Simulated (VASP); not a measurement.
Wanted: the native input for a VASP 6.6.1 run.

* Task: relaxation of cell and atoms
* Functional: PBE
* Potentials or basis: VASP PAW PBE potentials, release 64 (Te)
* Cutoff: 600 eV
* k mesh: 11 × 11 × 11
* Occupations: fermi-dirac, width 0.1 eV
* Spin: no spin polarisation
* Dipole correction: no
* Further INCAR settings: ALGO = Normal; EDIFF = 1e-07; IBRION = 2; EDIFFG = -0.01; NSW = 80; ISIF = 3

The structure of Te lies in POSCAR:

```
Te
1.0
    0.0000000000      2.4339108928      2.4339108928
    2.4339108928      0.0000000000      2.4339108928
    2.4339108928      2.4339108928      0.0000000000
Te
1
Direct
    0.0000000000      0.0000000000      0.0000000000
```

This isn't the form of Te at room conditions, which is trigonal, of chains.

One way to write it, as run:

INCAR

```
SYSTEM = Te
PREC = Accurate
ENCUT = 600
EDIFF = 1E-7
ISMEAR = -1
SIGMA = 0.1
LREAL = .False.
LASPH = .True.
NELM = 100
ALGO = Normal
ISIF = 3
LWAVE = .False.
LCHARG = .False.
GGA = PE
IBRION = 2
NSW = 80
EDIFFG = -0.01
```

KPOINTS

```
Automatic mesh
0
Gamma
  11 11 11
  0 0 0
```

Potentials or basis: VASP PAW PBE potentials, release 64 (Te).

Command:

```console
$ cat potpaw_PBE.64/Te/POTCAR > POTCAR
$ mpirun -np 1 vasp_std > vasp.out
```

Results of the run:

| Item | Value |
| --- | --- |
| Relaxed volume | 28.27 Å³/atom |
| Relaxed cell | a = 3.419 Å, b = 3.419 Å, c = 3.419 Å, α = 60.00°, β = 60.00°, γ = 60.00° |
| Space group after relaxing (to 0.1 Å) | Fm-3m (No. 225) |
| Energy gained by relaxing | 1.9 meV/atom |
| Ionic steps | 3 |
| Pressure after relaxing | 0.0 GPa |
| Band gap on the k mesh | zero (bands 3 and 4 overlap by 4.78 eV) |

Caveat: spin-orbit coupling is left out, which moves the levels of the heavy elements.

It took 13 s on 1 thread of Intel(R) Xeon(R) 6975P-C (Granite Rapids), on a shared host, peak memory 0.16 GiB.
